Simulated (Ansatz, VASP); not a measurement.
# Au in VASP and in Ansatz

The input INCAR:

```
SYSTEM = Au
  ALGO = Normal
  DIPOL = 0.5 0.5 0.500
  EDIFF = 1E-6
  ENCUT = 520
  GGA = PE
  IDIPOL = 3
  ISIF = 2
  ISMEAR = -1
  LASPH = .True.
  LCHARG = .False.
  LDIPOL = .True.
  LREAL = .False.
  LWAVE = .False.
  NBANDS = 42
  NELM = 80
  PREC = Accurate
  SIGMA = 0.05
```

File KPOINTS:

```
k-points
0
Gamma
  9 9 1
  0 0 0
```

POSCAR

```
Au
1.0
    2.8927738418      0.0000000000      0.0000000000
    0.0000000000      2.8927738418      0.0000000000
    0.0000000000      0.0000000000     25.2275000000
Au
6
Direct
    0.5000000000      0.5000000000      0.2972946190
    0.0000000000      0.0000000000      0.3783767714
    0.5000000000      0.5000000000      0.4594589238
    0.0000000000      0.0000000000      0.5405410762
    0.5000000000      0.5000000000      0.6216232286
    0.0000000000      0.0000000000      0.7027053810
```

input.yaml

```yaml
crystal:
  lattice:
    - [2.8927738418, 0.0, 0.0]
    - [0.0, 2.8927738418, 0.0]
    - [0.0, 0.0, 25.2275]
  atoms:
    - { symbol: Au, position: [0.5, 0.5, 0.297294619] }
    - { symbol: Au, position: [0.0, 0.0, 0.3783767714] }
    - { symbol: Au, position: [0.5, 0.5, 0.4594589238] }
    - { symbol: Au, position: [0.0, 0.0, 0.5405410762] }
    - { symbol: Au, position: [0.5, 0.5, 0.6216232286] }
    - { symbol: Au, position: [0.0, 0.0, 0.702705381] }
hamiltonian:
  xc: pbe
  pseudopotentials: { kind: paw }
kpoints:
  mp_grid: { grid: [9, 9, 1] }
scf:
  occupations: { method: fermi_dirac, width: 0.05 }
output:
  forces: true
  eigenvalues: true
efield:
  axis: 3
  dipole_correction: true
  ramp_width: 0.04
```

Alike in both runs: task single point; functional PBE; k mesh 9 × 9 × 1; occupations fermi-dirac, width 0.05 eV; no spin polarisation.

|  | VASP | Ansatz |
| --- | --- | --- |
| version | VASP 6.6.1 | Ansatz 0.2.0 |
| potentials or method | VASP PAW PBE potentials, release 64 (Au) | Ansatz PAW |
| plane-wave cutoff (eV) | 520 | 420 |
| valence electrons in the cell | 66 | 114 |

VASP gave:

| Property | Result |
| --- | --- |
| gap on the k mesh at the Fermi level (eV) | none |
| rms of the force components (eV/Å) | 0.084 |

Problem. Which values does Ansatz return?

Solution. gap on the k mesh at the Fermi level (eV): none; rms of the force components (eV/Å): 0.087.

Atom by atom the forces differ by 0.003 eV/Å (rms over components). A gap of «none» marks a metal or a gap that the smearing closes. With one functional, cell and mesh, what is left measures potentials, basis and numerics. VASP's potentials hold 66 valence electrons a cell and Ansatz's 114, so a difference there can come from the potentials and not from the codes.

Neither program's run includes spin-orbit coupling.
